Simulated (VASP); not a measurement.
# AlRu (Pm-3m) in VASP: a series of runs

AlRu is run at these levels: PBEsol; tasks: vibrations by perturbation theory.

Everything below comes from runs of VASP 6.6.1. Logs are shortened: lines on timing, memory, paths and dates and some standing lists are left out, and cuts for length are marked.

## (1) The cell of the first run

It takes space group Pm-3m (No. 221, cubic). Conventional cell: a = 2.896 Å, b = 2.896 Å, c = 2.896 Å, α = 90.00°, β = 90.00°, γ = 90.00°. Al (site symmetry m-3m) has 8 Ru at 2.51 Å and 6 Al at 2.90 Å within 3.3 Å. Ru (site symmetry m-3m) has 8 Al at 2.51 Å and 6 Ru at 2.90 Å within 3.3 Å.

## (2) Vibrations by perturbation theory, PBEsol

INCAR

```
ALGO = Normal ; EDIFF = 1E-8
ENCUT = 520 ; GGA = PS
IBRION = 8 ; ISIF = 2
ISMEAR = -1 ; LASPH = T
LCHARG = F ; LREAL = F
LWAVE = F ; NBANDS = 16
NELM = 100 ; NSW = 1
PREC = Accurate ; SIGMA = 0.15
```

KPOINTS

```
k-points
0
Gamma
  14 14 14
```

POSCAR

```
AlRu
1.0
    2.8958736107      0.0000000000      0.0000000000
    0.0000000000      2.8958736107      0.0000000000
    0.0000000000      0.0000000000      2.8958736107
Al Ru
1 1
Direct
    0.0000000000      0.0000000000      0.0000000000
    0.5000000000      0.5000000000      0.5000000000
```

Potentials or basis: VASP PAW PBE potentials, release 64 (Al, Ru_pv).

Launch:

```console
$ cat potpaw_PBE.64/Al/POTCAR potpaw_PBE.64/Ru_pv/POTCAR > POTCAR
$ mpirun -np 1 vasp_std > vasp.out
```

OUTCAR:

```text
EDIFF = 1E-8
   ENCUT = 520
   GGA = PS
   IBRION = 8
   ISIF = 2
   ISMEAR = -1
   LASPH = T
   LREAL = F
   NELM = 100
   NSW = 1
   PREC = Accurate

 ion  position               nearest neighbor table
   1  0.000  0.000  0.000-   2 2.51   2 2.51   2 2.51   2 2.51   2 2.51   2 2.51   2 2.51   2 2.51

   2  0.500  0.500  0.500-   1 2.51   1 2.51   1 2.51   1 2.51   1 2.51   1 2.51   1 2.51   1 2.51

  LATTYP: Found a simple cubic cell.
 ALAT       =     2.8958736107

  Lattice vectors:

 A1 = (   2.8958736107,   0.0000000000,   0.0000000000)
 A2 = (   0.0000000000,   2.8958736107,   0.0000000000)
 A3 = (   0.0000000000,   0.0000000000,   2.8958736107)

Analysis of symmetry for initial positions (statically):
=====================================================================
 Subroutine PRICEL returns:
 Original cell was already a primitive cell.

 Routine SETGRP: Setting up the symmetry group for a
 simple cubic supercell.

 Subroutine GETGRP returns: Found 48 space group operations
 (whereof 48 operations were pure point group operations)
 out of a pool of 48 trial point group operations.

The static configuration has the point symmetry O_h .

Analysis of symmetry for dynamics (positions and initial velocities):
=====================================================================
 Subroutine PRICEL returns:
 Original cell was already a primitive cell.

 Routine SETGRP: Setting up the symmetry group for a
 simple cubic supercell.

 Subroutine GETGRP returns: Found 48 space group operations
 (whereof 48 operations were pure point group operations)
 out of a pool of 48 trial point group operations.

The dynamic configuration has the point symmetry O_h .

 Subroutine INISYM returns: Found 48 space group operations
 (whereof 48 operations are pure point group operations),
 and found     1 'primitive' translations

----------------------------------------------------------------------------------------

                                     Primitive cell

  volume of cell :      24.2850

  direct lattice vectors                    reciprocal lattice vectors
     2.895873611  0.000000000  0.000000000     0.345318938  0.000000000  0.000000000
     0.000000000  2.895873611  0.000000000     0.000000000  0.345318938  0.000000000
     0.000000000  0.000000000  2.895873611     0.000000000  0.000000000  0.345318938

  length of vectors
     2.895873611  2.895873611  2.895873611     0.345318938  0.345318938  0.345318938

  position of ions in fractional coordinates (direct lattice)
     0.000000000  0.000000000  0.000000000
     0.500000000  0.500000000  0.500000000

  ion indices of the primitive-cell ions
   primitive index   ion index
                 1           1
                 2           2

----------------------------------------------------------------------------------------

 KPOINTS: k-points

Automatic generation of k-mesh.
 Grid dimensions read from file:
 generate k-points for:   14   14   14

 Generating k-lattice:

  Cartesian coordinates                     Fractional coordinates (reciprocal lattice)
     0.024665638  0.000000000  0.000000000     0.071428571  0.000000000  0.000000000
     0.000000000  0.024665638  0.000000000     0.000000000  0.071428571  0.000000000
     0.000000000  0.000000000  0.024665638     0.000000000  0.000000000  0.071428571

  Length of vectors
     0.024665638  0.024665638  0.024665638

  Shift w.r.t. Gamma in fractional coordinates (k-lattice)
     0.000000000  0.000000000  0.000000000

 Subroutine IBZKPT returns following result:
[... 73 lines left out ...]
   LORBIT       =      0    0 simple, 1 ext, 2 COOP (PROOUT), +10 PAW based schemes
   GGA     = PS    functional components
   LHFCALC =     F    Hartree Fock is set to
   AEXX    =    0.0000 exact exchange contribution
   IVDW    =     0    specifies the selected vdW correction
   LEPSILON=     F    determine dielectric tensor
   LRPA    =     F    only Hartree local field effects (RPA)
 non-spin polarized calculation
  energy-cutoff  :      520.00
  volume of cell :       24.29
 maximum number of plane-waves:       672
 NGX is ok and might be reduce to    24
   NGX = 11   NGY = 11   NGZ = 11

--------------------------------------- Ionic step        1  -------------------------------------------

 number of electron      17.0000002 magnetization

 Free energy of the ion-electron system (eV)
  ---------------------------------------------------
  ext. energy  EPLUGINS =         0.00000000
  ---------------------------------------------------
  free energy    TOTEN  =       -15.43621800 eV

  energy without entropy =      -15.33442189  energy(sigma->0) =      -15.38531994

 E-fermi :  12.0676     XC(G=0): -13.1980

 val. band max:       12.0586752515   @ k =   0.3571   0.1429   0.0000
 cond. band min:      12.0866087032   @ k =   0.4286   0.4286   0.1429
 fundamental gap:      0.0279334517
 Fermi energy:        12.0675557343

 k-point     1 :       0.0000    0.0000    0.0000
  band No.  band energies     occupation
      1     -29.7010      2.00000
      2     -29.7010      2.00000
      3     -29.7010      2.00000
      4       1.7691      2.00000
      5       7.8776      2.00000
      6       7.8776      2.00000
[... 433 lines left out ...]
      3     -29.6694      2.00000
      4       4.8183      2.00000
      5       7.6787      2.00000
      6       9.1139      2.00000
[... 8 lines left out ...]
     15      25.6247      0.00000
     16      27.2134      0.00000

 [... further k-points ...]

------------------------ aborting loop because EDIFF is reached ----------------------------------------

  FORCE on cell =-STRESS in cart. coord.  units (eV):
  Direction    XX          YY          ZZ          XY          YZ          ZX
  --------------------------------------------------------------------------------------
  -------------------------------------------------------------------------------------
  Total        3.3614783      3.3614783      3.3614783      0.0000000     -0.0000000      0.0000000
  in kB      221.7696348    221.7696348    221.7696348      0.0000000     -0.0000000      0.0000000
  external PRESSURE =     221.7696348 kB  Pullay stress =       0.0000000 kB

 VOLUME and BASIS-vectors are now :
 -----------------------------------------------------------------------------
  energy-cutoff  :      520.00
  volume of cell :       24.29
      direct lattice vectors                 reciprocal lattice vectors
     2.895873611  0.000000000  0.000000000     0.345318938  0.000000000  0.000000000
     0.000000000  2.895873611  0.000000000     0.000000000  0.345318938  0.000000000
     0.000000000  0.000000000  2.895873611     0.000000000  0.000000000  0.345318938

 POSITION                                       TOTAL-FORCE (eV/Angst)
 -----------------------------------------------------------------------------------
      0.00000      0.00000      0.00000         0.000000      0.000000      0.000000
      1.44794      1.44794      1.44794         0.000000      0.000000      0.000000
 -----------------------------------------------------------------------------------
    total drift:                                0.000000     -0.000000     -0.000000

  FREE ENERGIE OF THE ION-ELECTRON SYSTEM (eV)
  ---------------------------------------------------
  free  energy   TOTEN  =       -15.4362180035 eV

  energy  without entropy=      -15.3344218864  energy(sigma->0) =      -15.38531994

[... ionic steps 2 to 3 ...]

--------------------------------------- Ionic step        4  -------------------------------------------

------------------------ aborting loop because EDIFF is reached ----------------------------------------

[... ionic steps 5 to 6 ...]

--------------------------------------- Ionic step        7  -------------------------------------------

 Free energy of the ion-electron system (eV)
  ---------------------------------------------------
  ---------------------------------------------------
  free energy    TOTEN  =        -0.64654051 eV

  energy without entropy =       -0.64654051

------------------------ aborting loop because EDIFF is reached ----------------------------------------

 INTERNAL STRAIN TENSOR  FOR ION    2  DIRECTION 1   (eV/Angst):
 -----------------------------------------------------------------------------
     0.06018  0.00000  0.00000
     0.00000 -0.00764  0.00000
    -0.00000  0.00000 -0.00764

 INTERNAL STRAIN TENSOR FOR ION    2 for displacements in x,y,z  (eV/Angst):
          X           Y           Z          XY          YZ          ZX
  --------------------------------------------------------------------------------
  x     0.00000     0.00000     0.00000     0.00000     0.00000     0.00000
  y     0.00000     0.00000     0.00000     0.00000     0.00000     0.00000
  z     0.00000     0.00000     0.00000     0.00000     0.00000     0.00000

 SECOND DERIVATIVES (NOT SYMMETRIZED)
 ------------------------------------
               1X          1Y          1Z          2X          2Y          2Z
  1X   -11.025071   -0.000000   -0.000000   11.025071    0.000000    0.000000
  1Y    -0.000000  -11.025071   -0.000000    0.000000   11.025071    0.000000
  1Z    -0.000000   -0.000000  -11.025071    0.000000    0.000000   11.025071
  2X    11.023903    0.000000   -0.000000  -11.023903   -0.000000    0.000000
  2Y     0.000000   11.023903    0.000000   -0.000000  -11.023903    0.000000
  2Z    -0.000000   -0.000000   11.023903    0.000000    0.000000  -11.023903

 Eigenvectors and eigenvalues of the dynamical matrix
 ----------------------------------------------------

   1 f  =   11.248326 THz    70.675319 2PiTHz  375.203779 cm-1    46.519319 meV
             X         Y         Z           dx          dy          dz
      0.000000  0.000000  0.000000    -0.000001    0.888433    0.000000
      1.447937  1.447937  1.447937     0.000000   -0.459007    0.000000
[... 21 lines left out ...]
   6 f/i=    0.000243 THz     0.001526 2PiTHz    0.008103 cm-1     0.001005 meV
             X         Y         Z           dx          dy          dz
      0.000000  0.000000  0.000000    -0.012722   -0.458831   -0.000000
      1.447937  1.447937  1.447937    -0.024623   -0.888091    0.000000

--------------------------------------------------------------------------------------------------------

 ELASTIC MODULI CONTR FROM IONIC RELAXATION (kBar)
 Direction    XX          YY          ZZ          XY          YZ          ZX
 --------------------------------------------------------------------------------
 XX           0.0000      0.0000      0.0000      0.0000      0.0000      0.0000
 YY           0.0000      0.0000      0.0000      0.0000      0.0000      0.0000
 ZZ           0.0000      0.0000      0.0000      0.0000      0.0000      0.0000
 XY           0.0000      0.0000      0.0000      0.0000      0.0000      0.0000
 YZ           0.0000      0.0000      0.0000      0.0000      0.0000      0.0000
 ZX           0.0000      0.0000      0.0000      0.0000      0.0000      0.0000
 --------------------------------------------------------------------------------
```

Run time: 2.1 min. Hardware: 1 thread of Intel Xeon 6975P-C (Granite Rapids), shared host; peak memory 0.36 GiB.

What came out:

```
Highest phonon frequency at Γ : 375 cm⁻¹
```

Phonon frequencies in cm⁻¹ (negative: imaginary):
| q point | frequencies |
| --- | --- |
| (0.000, 0.000, 0.000) | 0 0 0 375 375 375 |

Caveat: the cell stands under pressure or tension, which shifts response properties; the PAW data sets were made with another functional, which shifts forces and pressure a little.

## (3) Vibrations by perturbation theory, PBEsol

This run uses another cell than the first one, of 12.62 Å³/atom.

INCAR

```
SYSTEM = AlRu
ALGO = Normal ; EDIFF = 1E-8
ENCUT = 520 ; GGA = PS
IBRION = 8 ; ISIF = 2
ISMEAR = -1 ; LASPH = .TRUE.
LCHARG = .TRUE. ; LREAL = .FALSE.
LWAVE = .FALSE. ; NBANDS = 16
NELM = 100 ; NSW = 1
PREC = Accurate ; SIGMA = 0.15
```

KPOINTS

```
k-points
0
G
  14 14 14
  0 0 0
```

POSCAR

```
AlRu
1.0
    2.9331813184      0.0000000000      0.0000000000
    0.0000000000      2.9331813184      0.0000000000
    0.0000000000      0.0000000000      2.9331813184
Al Ru
1 1
Direct
    0.0000000000      0.0000000000      0.0000000000
    0.5000000000      0.5000000000      0.5000000000
```

Potentials or basis: VASP PAW PBE potentials, release 64 (Al, Ru_pv).

Launch:

```console
$ cat potpaw_PBE.64/Al/POTCAR potpaw_PBE.64/Ru_pv/POTCAR > POTCAR
$ mpirun -np 1 vasp_std > vasp.out
```

OUTCAR:

```text
SYSTEM = AlRu
   EDIFF = 1E-8
   ENCUT = 520
   GGA = PS
   IBRION = 8
   ISIF = 2
   ISMEAR = -1
   LASPH = .TRUE.
   LREAL = .FALSE.
   NELM = 100
   NSW = 1
   PREC = Accurate

 ion  position               nearest neighbor table
   1  0.000  0.000  0.000-   2 2.54   2 2.54   2 2.54   2 2.54   2 2.54   2 2.54   2 2.54   2 2.54

   2  0.500  0.500  0.500-   1 2.54   1 2.54   1 2.54   1 2.54   1 2.54   1 2.54   1 2.54   1 2.54

  LATTYP: Found a simple cubic cell.
 ALAT       =     2.9331813184

  Lattice vectors:

 A1 = (   2.9331813184,   0.0000000000,   0.0000000000)
 A2 = (   0.0000000000,   2.9331813184,   0.0000000000)
 A3 = (   0.0000000000,   0.0000000000,   2.9331813184)

Analysis of symmetry for initial positions (statically):
=====================================================================
 Subroutine PRICEL returns:
 Original cell was already a primitive cell.

 Routine SETGRP: Setting up the symmetry group for a
 simple cubic supercell.

 Subroutine GETGRP returns: Found 48 space group operations
 (whereof 48 operations were pure point group operations)
 out of a pool of 48 trial point group operations.

The static configuration has the point symmetry O_h .

Analysis of symmetry for dynamics (positions and initial velocities):
=====================================================================
 Subroutine PRICEL returns:
 Original cell was already a primitive cell.

 Routine SETGRP: Setting up the symmetry group for a
 simple cubic supercell.

[... 642 lines left out ...]
 -----------------------------------------------------------------------------------
    total drift:                                0.000000     -0.000000     -0.000000

  FREE ENERGIE OF THE ION-ELECTRON SYSTEM (eV)
  ---------------------------------------------------
  free  energy   TOTEN  =       -15.5344621382 eV

  energy  without entropy=      -15.4276409969  energy(sigma->0) =      -15.48105157

[... ionic steps 2 to 3 ...]

--------------------------------------- Ionic step        4  -------------------------------------------

------------------------ aborting loop because EDIFF is reached ----------------------------------------

[... ionic steps 5 to 6 ...]

--------------------------------------- Ionic step        7  -------------------------------------------

 Free energy of the ion-electron system (eV)
  ---------------------------------------------------
  ---------------------------------------------------
  free energy    TOTEN  =        -0.64839845 eV

  energy without entropy =       -0.64839845

------------------------ aborting loop because EDIFF is reached ----------------------------------------

 INTERNAL STRAIN TENSOR  FOR ION    2  DIRECTION 1   (eV/Angst):
 -----------------------------------------------------------------------------
     0.05697  0.00000 -0.00000
     0.00000 -0.00653 -0.00000
     0.00000 -0.00000 -0.00653

 INTERNAL STRAIN TENSOR FOR ION    2 for displacements in x,y,z  (eV/Angst):
          X           Y           Z          XY          YZ          ZX
  --------------------------------------------------------------------------------
  x     0.00000     0.00000     0.00000     0.00000     0.00000     0.00000
  y     0.00000     0.00000     0.00000     0.00000     0.00000     0.00000
  z     0.00000     0.00000     0.00000     0.00000     0.00000     0.00000

 SECOND DERIVATIVES (NOT SYMMETRIZED)
 ------------------------------------
               1X          1Y          1Z          2X          2Y          2Z
  1X    -9.614521    0.000000   -0.000000    9.614521   -0.000000    0.000000
  1Y    -0.000000   -9.614521    0.000000    0.000000    9.614521   -0.000000
  1Z    -0.000000   -0.000000   -9.614521    0.000000    0.000000    9.614521
  2X     9.627853    0.000000    0.000000   -9.627853   -0.000000   -0.000000
  2Y     0.000000    9.627853   -0.000000   -0.000000   -9.627853    0.000000
  2Z    -0.000000   -0.000000    9.627853    0.000000    0.000000   -9.627853

 Eigenvectors and eigenvalues of the dynamical matrix
 ----------------------------------------------------

   1 f  =   10.505805 THz    66.009921 2PiTHz  350.435941 cm-1    43.448500 meV
             X         Y         Z           dx          dy          dz
      0.000000  0.000000  0.000000     0.888293    0.000000    0.000000
      1.466591  1.466591  1.466591    -0.459277    0.000000    0.000000
[... 21 lines left out ...]
   6 f/i=    0.002970 THz     0.018659 2PiTHz    0.099057 cm-1     0.012282 meV
             X         Y         Z           dx          dy          dz
      0.000000  0.000000  0.000000     0.000000    0.000000   -0.459277
      1.466591  1.466591  1.466591    -0.000000    0.000000   -0.888293

--------------------------------------------------------------------------------------------------------

 ELASTIC MODULI CONTR FROM IONIC RELAXATION (kBar)
 Direction    XX          YY          ZZ          XY          YZ          ZX
 --------------------------------------------------------------------------------
 XX           0.0000      0.0000      0.0000      0.0000      0.0000      0.0000
 YY           0.0000      0.0000      0.0000      0.0000      0.0000      0.0000
 ZZ           0.0000      0.0000      0.0000      0.0000      0.0000      0.0000
 XY           0.0000      0.0000      0.0000      0.0000      0.0000      0.0000
 YZ           0.0000      0.0000      0.0000      0.0000      0.0000      0.0000
 ZX           0.0000      0.0000      0.0000      0.0000      0.0000      0.0000
 --------------------------------------------------------------------------------
```

Wall time 2.1 min (1 thread of Intel Xeon 6975P-C (Granite Rapids), shared host); peak memory 0.37 GiB.

Results:

```
Highest phonon frequency at Γ : 350 cm⁻¹
```

Phonon frequencies in cm⁻¹ (negative: imaginary):
| q point | frequencies |
| --- | --- |
| (0.000, 0.000, 0.000) | 0 0 0 350 350 350 |

Caveat: the cell stands under pressure or tension, which shifts response properties; the PAW data sets were made with another functional, which shifts forces and pressure a little.

[end of part 1 of 3]
